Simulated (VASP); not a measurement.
Crystal: Be3OsC2.

```
Be Os C
1.0
     2.26341   -3.78527    0.00000
     2.26341    3.78527    0.00000
     0.00000    0.00000    3.53914
Be Os C
3 1 2
Direct
  0.16107 0.83893 0.00000
  0.83893 0.16107 0.00000
  0.00000 0.00000 0.50000
  0.50000 0.50000 0.00000
  0.00000 0.50000 0.50000
  0.50000 0.00000 0.50000
```

```yaml
Program: VASP 6.6.1
Task: relaxation of cell and atoms
Functional: PBE
Potentials_or_basis: VASP PAW PBE potentials, release 64 (Be, Os, C)
Cutoff: 600 eV
k_mesh: 4 × 4 × 6
Occupations: gaussian, width 0.1 eV
Spin: no spin polarisation
```

At the start: pressure -28.5 GPa; volume 10.11 Å³/atom.

How do energy, volume and symmetry change on relaxing?

Over 10 steps the energy falls by 350.9 meV/atom and the volume is 8.12 Å³/atom (-19.6 %); space group Cmmm (No. 65, to 0.05 Å).

The path:
```csv
step,energy change (eV),largest force (eV/Å),pressure (GPa),volume (Å³)
1,0.0000,1.3458,-28.49,60.64
2,-1.4948,1.1902,9.64,46.19
3,-1.5252,1.2607,2.80,47.60
4,-1.8093,0.7216,4.21,47.19
5,-1.9800,0.1289,8.34,46.58
6,-2.0729,0.1526,-4.71,49.76
7,-2.0810,0.0888,-2.00,48.99
8,-2.1037,0.1004,0.06,48.62
9,-2.1043,0.1005,0.52,48.55
10,-2.1056,0.0291,-0.20,48.74
```

Final structure:
```cif
data_structure
_symmetry_space_group_name_H-M 'P 1'
_symmetry_Int_Tables_number 1
_cell_length_a 4.3605
_cell_length_b 4.3605
_cell_length_c 2.9726
_cell_angle_alpha 90.000
_cell_angle_beta 90.000
_cell_angle_gamma 120.431
_cell_volume 48.74
loop_
_atom_site_label
_atom_site_type_symbol
_atom_site_fract_x
_atom_site_fract_y
_atom_site_fract_z
_atom_site_occupancy
Be1 Be 0.19552 0.80448 0.00000 1
Be2 Be 0.80448 0.19552 0.00000 1
Be3 Be 0.00000 0.00000 0.50000 1
Os1 Os 0.50000 0.50000 0.00000 1
C1 C 0.00000 0.50000 0.50000 1
C2 C 0.50000 0.00000 0.50000 1
```

Caveat: the k points lie up to 0.42 Å⁻¹ apart in the final cell; the volume moved by over 15 % at a fixed basis, so the end points are rough.
